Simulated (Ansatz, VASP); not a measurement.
# Ti in VASP and in Ansatz

```xyz
2
Lattice="0.0000 3.0156 3.0156 3.0156 0.0000 3.0156 3.0156 3.0156 0.0000" Properties=species:S:1:pos:R:3 pbc="T T T"
Ti    0.7539    0.7539    0.7539
Ti    5.2772    5.2772    5.2772
```

Alike in both runs: functional PBE; k mesh 10 × 10 × 10; occupations fermi-dirac, width 0.05 eV; collinear spin.

Ansatz relaxed the structure, and its values are those at the end. VASP's run is a single point on that final structure, the one shown.

|  | VASP | Ansatz |
| --- | --- | --- |
| version | VASP 6.6.1 | Ansatz 0.2.0 |
| potentials or method | VASP PAW PBE potentials, release 64 (Ti_sv), cutoff 520 eV | plane waves (420 eV) with PAW, scalar-relativistic |
| valence electrons in the cell | 24 | 24 |

Ansatz gave:

- pressure (GPa): 0.0
- net moment per atom (μB): 2.28
- size of the moment on the site where the two differ most (μB): 1.65

Problem. Estimate VASP's values.

Solution. Pressure (GPa): 0.0; net moment per atom (μB): 2.28; size of the moment on the site where the two differ most (μB): 1.76.

Site moments also hang on the region over which each program counts them. With one functional, cell and mesh, what is left measures potentials, basis and numerics.
